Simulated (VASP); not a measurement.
# Si2Mo (P6_222) in VASP: single point with r2SCAN

Aim: the single point of Si2Mo with r2SCAN.

Program: VASP 6.6.1. These are calculated values, not measurements. Logs are shortened: lines on timing, memory, paths and dates and some standing lists are left out, and cuts for length are marked.

## 1. The cell of the first run

The structure is hexagonal, space group P6_222 (No. 180). The conventional cell has a = 4.575 Å, b = 4.575 Å, c = 6.567 Å, α = 90.00°, β = 90.00°, γ = 120.00°. Within 3.4 Å of Si (site symmetry 2) lie 9 Si at 2.55 to 3.19 Å and 5 Mo at 2.56 to 2.66 Å. Within 3.4 Å of Mo (site symmetry 222) lie 10 Si at 2.56 to 2.66 Å and 4 Mo at 3.17 Å.

## 2. Single point, r2SCAN

File POSCAR:

```
Si2Mo
1.0
    4.5747399447      0.0000000000      0.0000000000
   -2.2873699723      3.9618410078      0.0000000000
    0.0000000000      0.0000000000      6.5669195758
Si Mo
6 3
Direct
    0.1641667986      0.8358332014      0.8333333333
    0.3283335973      0.1641667986      0.1666666667
    0.8358332014      0.6716664027      0.5000000000
    0.8358332014      0.1641667986      0.8333333333
    0.6716664027      0.8358332014      0.1666666667
    0.1641667986      0.3283335973      0.5000000000
    0.5000000000      0.0000000000      0.5000000000
    0.0000000000      0.5000000000      0.1666666667
    0.5000000000      0.5000000000      0.8333333333
```

File INCAR.step1:

```
ALGO = Normal ; EDIFF = 1E-4
ENCUT = 520 ; GGA = PE
ISMEAR = 0 ; LASPH = T
LCHARG = F ; LREAL = F
LWAVE = T ; NBANDS = 43
NELM = 60 ; PREC = Accurate
SIGMA = 0.01
```

File INCAR.step2:

```
ALGO = Normal ; EDIFF = 1E-6
ENCUT = 520 ; ISIF = 2
ISMEAR = 0 ; ISTART = 1
LASPH = T ; LCHARG = F
LMIXTAU = T ; LREAL = F
LWAVE = F ; METAGGA = R2SCAN
NBANDS = 43 ; NELM = 60
PREC = Accurate ; SIGMA = 0.01
```

File KPOINTS:

```
k-points
0
Gamma
  9 9 6
```

Potentials or basis: VASP PAW PBE potentials, release 64 (Si, Mo_sv).

Started as:

```
> cat potpaw_PBE.64/Si/POTCAR potpaw_PBE.64/Mo_sv/POTCAR > POTCAR
> cp INCAR.step1 INCAR
> mpirun -np 1 vasp_std > vasp.out
> cp INCAR.step2 INCAR
> mpirun -np 1 vasp_std > vasp.out
```

OUTCAR:

```text
EDIFF = 1E-6
   ENCUT = 520
   ISIF = 2
   ISMEAR = 0
   ISTART = 1
   LASPH = T
   LREAL = F
   METAGGA = R2SCAN
   NELM = 60
   PREC = Accurate

 ion  position               nearest neighbor table
   1  0.164  0.836  0.833-   3 2.55   2 2.55   7 2.56   8 2.56   4 2.60   9 2.63   9 2.63   9 2.66
                             4 2.66   4 2.66   6 3.14   5 3.14
   2  0.328  0.164  0.167-   6 2.55   1 2.55   7 2.56   9 2.56   5 2.60   8 2.63   8 2.63   8 2.66
                             5 2.66   5 2.66   3 3.14   4 3.14
   3  0.836  0.672  0.500-   1 2.55   5 2.55   8 2.56   9 2.56   6 2.60   7 2.63   7 2.63   7 2.66
                             6 2.66   6 2.66   4 3.14   2 3.14
   4  0.836  0.164  0.833-   6 2.55   5 2.55   7 2.56   8 2.56   1 2.60   9 2.63   9 2.63   9 2.66
                             1 2.66   1 2.66   3 3.14   2 3.14
   5  0.672  0.836  0.167-   3 2.55   4 2.55   7 2.56   9 2.56   2 2.60   8 2.63   8 2.63   8 2.66
                             2 2.66   2 2.66   6 3.14   1 3.14
   6  0.164  0.328  0.500-   4 2.55   2 2.55   8 2.56   9 2.56   3 2.60   7 2.63   7 2.63   7 2.66
                             3 2.66   3 2.66   1 3.14   5 3.14
   7  0.500  0.000  0.500-   2 2.56   5 2.56   4 2.56   1 2.56   6 2.63   3 2.63   6 2.63   3 2.63
                             6 2.66   3 2.66   9 3.17   9 3.17   8 3.17   8 3.17
   8  0.000  0.500  0.167-   3 2.56   6 2.56   4 2.56   1 2.56   2 2.63   5 2.63   2 2.63   5 2.63
                             5 2.66   2 2.66   7 3.17   7 3.17   9 3.17   9 3.17
   9  0.500  0.500  0.833-   3 2.56   6 2.56   5 2.56   2 2.56   4 2.63   1 2.63   1 2.63   4 2.63
                             1 2.66   4 2.66   7 3.17   7 3.17   8 3.17   8 3.17

  LATTYP: Found a hexagonal cell.
 ALAT       =     4.5747399447
 C/A-ratio  =     1.4354738532

  Lattice vectors:

 A1 = (   4.5747399447,   0.0000000000,   0.0000000000)
 A2 = (  -2.2873699723,   3.9618410078,   0.0000000000)
 A3 = (   0.0000000000,   0.0000000000,   6.5669195758)

Analysis of symmetry for initial positions (statically):
=====================================================================
 Subroutine PRICEL returns:
 Original cell was already a primitive cell.

 Routine SETGRP: Setting up the symmetry group for a
 hexagonal supercell.

 Subroutine GETGRP returns: Found 12 space group operations
 (whereof  4 operations were pure point group operations)
 out of a pool of 24 trial point group operations.

The static configuration has the point symmetry D_2 .
 The point group associated with its full space group is D_6 .

Analysis of symmetry for dynamics (positions and initial velocities):
=====================================================================
 Subroutine PRICEL returns:
 Original cell was already a primitive cell.

 Routine SETGRP: Setting up the symmetry group for a
 hexagonal supercell.

[... 133 lines left out ...]
   EFERMI =   0.00;   METHOD = LEGACY
   ISMEAR =     0;   SIGMA  =   0.01  broadening in eV -4-tet -1-fermi 0-gaus
   EFERMI_NEDOS =   21; number of points for ismear=-14 and -15
   IALGO  =     38    algorithm
   IMIX   =      4    mixing-type and parameters
     AMIX     =   0.40;   BMIX     =  1.00
     AMIX_MAG =   1.60;   BMIX_MAG =  1.00
  volume/ion in A,a.u.               =      13.22        89.24
  Fermi-wavevector in a.u.,A,eV,Ry     =   1.344976  2.541635 24.612389  1.808960
  Thomas-Fermi vector in A             =   2.472926
   LORBIT       =      0    0 simple, 1 ext, 2 COOP (PROOUT), +10 PAW based schemes
   METAGGA = R2SCAN    functional components
   LHFCALC =     F    Hartree Fock is set to
   AEXX    =    0.0000 exact exchange contribution
   IVDW    =     0    specifies the selected vdW correction
   LEPSILON=     F    determine dielectric tensor
   LRPA    =     F    only Hartree local field effects (RPA)
 non-spin polarized calculation
 Gauss-broadening in eV      SIGMA  =   0.01
  energy-cutoff  :      520.00
  volume of cell :      119.02
 maximum number of plane-waves:      3234
 NGX is ok and might be reduce to    36
   NGX = 17   NGY = 17   NGZ = 25

 number of electron      65.9999995 magnetization

 Free energy of the ion-electron system (eV)
  ---------------------------------------------------
  ext. energy  EPLUGINS =         0.00000000
  ---------------------------------------------------
  free energy    TOTEN  =      -134.76866264 eV

  energy without entropy =     -134.76866264  energy(sigma->0) =     -134.76866264

 E-fermi :  13.0930     XC(G=0): -13.4573

 val. band max:       12.9416241567   @ k =   0.4444  -0.0000   0.5000
 cond. band min:      13.2223782971   @ k =   0.4444  -0.0000   0.0000
 fundamental gap:      0.2807541403
 Fermi energy:        13.0930080943

 k-point     1 :       0.0000    0.0000    0.0000
  band No.  band energies     occupation
      1     -50.0340      2.00000
      2     -49.9986      2.00000
      3     -49.9986      2.00000
      4     -23.5789      2.00000
      5     -23.5760      2.00000
      6     -23.5760      2.00000
[... 1093 lines left out ...]
     42      16.6723      0.00000
     43      16.7276      0.00000

 [... further k-points ...]

------------------------ aborting loop because EDIFF is reached ----------------------------------------

  FORCE on cell =-STRESS in cart. coord.  units (eV):
  Direction    XX          YY          ZZ          XY          YZ          ZX
  --------------------------------------------------------------------------------------
  -------------------------------------------------------------------------------------
  Total        1.2389609      1.2389609      1.2137436      0.0000000      0.0000000      0.0000000
  in kB       16.6779642     16.6779642     16.3385071      0.0000000      0.0000000      0.0000000
  external PRESSURE =      16.5648118 kB  Pullay stress =       0.0000000 kB

 VOLUME and BASIS-vectors are now :
 -----------------------------------------------------------------------------
  energy-cutoff  :      520.00
  volume of cell :      119.02
      direct lattice vectors                 reciprocal lattice vectors
     4.574739945  0.000000000  0.000000000     0.218591660  0.126203954  0.000000000
    -2.287369972  3.961841008  0.000000000     0.000000000  0.252407908  0.000000000
     0.000000000  0.000000000  6.566919576     0.000000000  0.000000000  0.152278399

 POSITION                                       TOTAL-FORCE (eV/Angst)
 -----------------------------------------------------------------------------------
     -1.16084      3.31144      5.47243        -0.042693      0.024649      0.000000
      1.12653      0.65040      1.09449        -0.042693     -0.024649     -0.000000
      2.28737      2.66104      3.28346         0.000000      0.049298     -0.000000
      3.44821      0.65040      5.47243         0.042693     -0.024649      0.000000
      1.16084      3.31144      1.09449         0.042693      0.024649     -0.000000
     -0.00000      1.30081      3.28346        -0.000000     -0.049298     -0.000000
      2.28737      0.00000      3.28346        -0.000000      0.000000     -0.000000
     -1.14368      1.98092      1.09449        -0.000000     -0.000000     -0.000000
      1.14368      1.98092      5.47243        -0.000000      0.000000     -0.000000
 -----------------------------------------------------------------------------------
    total drift:                               -0.000000     -0.000000      0.000000

  FREE ENERGIE OF THE ION-ELECTRON SYSTEM (eV)
  ---------------------------------------------------
  free  energy   TOTEN  =      -134.7686626444 eV

  energy  without entropy=     -134.7686626444  energy(sigma->0) =     -134.76866264
```

OSZICAR.step1:

```text
N       E                     dE             d eps       ncg     rms          rms(c)
DAV:   1     0.547242476237E+03    0.54724E+03   -0.36636E+04  4416   0.148E+03
DAV:   2    -0.460483492322E+02   -0.59329E+03   -0.57288E+03  4750   0.399E+02
DAV:   3    -0.714720468232E+02   -0.25424E+02   -0.24896E+02  5360   0.723E+01
DAV:   4    -0.719433761576E+02   -0.47133E+00   -0.46846E+00  5056   0.917E+00
DAV:   5    -0.719516326685E+02   -0.82565E-02   -0.82395E-02  5146   0.121E+00    0.381E+01
DAV:   6    -0.699181683686E+02    0.20335E+01   -0.16294E+01  4853   0.188E+01    0.879E+00
DAV:   7    -0.696095291040E+02    0.30864E+00   -0.28722E+00  4784   0.749E+00    0.826E+00
DAV:   8    -0.694941858662E+02    0.11534E+00   -0.36833E-01  4855   0.326E+00    0.809E-01
DAV:   9    -0.694936381233E+02    0.54774E-03   -0.20860E-02  5428   0.565E-01    0.426E-01
DAV:  10    -0.694934249727E+02    0.21315E-03   -0.48981E-03  4871   0.397E-01    0.175E-01
DAV:  11    -0.694931911768E+02    0.23380E-03   -0.11723E-03  4853   0.178E-01    0.255E-02
DAV:  12    -0.694931894866E+02    0.16902E-05   -0.39747E-05  2549   0.315E-02
   1 F= -.69493189E+02 E0= -.69493189E+02  d E =-.714738E-20
```

It took 10 min on 1 thread of Intel Xeon Platinum 8488C (Sapphire Rapids), shared host; peak memory 0.37 GiB.

What came out:

| Property | Result |
| --- | --- |
| Free energy | -134.7687 eV |
| Pressure | 1.7 GPa |
| Largest force | 0.049 eV/Å |
| Band gap on the k mesh | 0.28 eV (least direct gap 0.75 eV) |

Forces on the atoms (eV/Å):
```
Si  -0.043  0.025  0.000
Si  -0.043 -0.025  0.000
Si   0.000  0.049  0.000
Si   0.043 -0.025  0.000
Si   0.043  0.025  0.000
Si   0.000 -0.049  0.000
Mo   0.000  0.000  0.000
Mo   0.000  0.000  0.000
Mo   0.000  0.000  0.000
```

Levels at points of the mesh, in eV from the valence-band top:
```tsv
k point	band 31	band 32	band 33	band 34	band 35	band 36
(0.00, 0.00, 0.00)	-2.85	-2.20	-0.81	2.32	2.64	2.64
(0.00, 0.00, 0.50)	-2.19	-0.70	-0.70	2.13	2.60	2.69
```

Caveat: the PAW data sets were made with another functional, which shifts forces and pressure a little; an odd mesh through Γ misses points on the zone boundary, where band edges can lie.
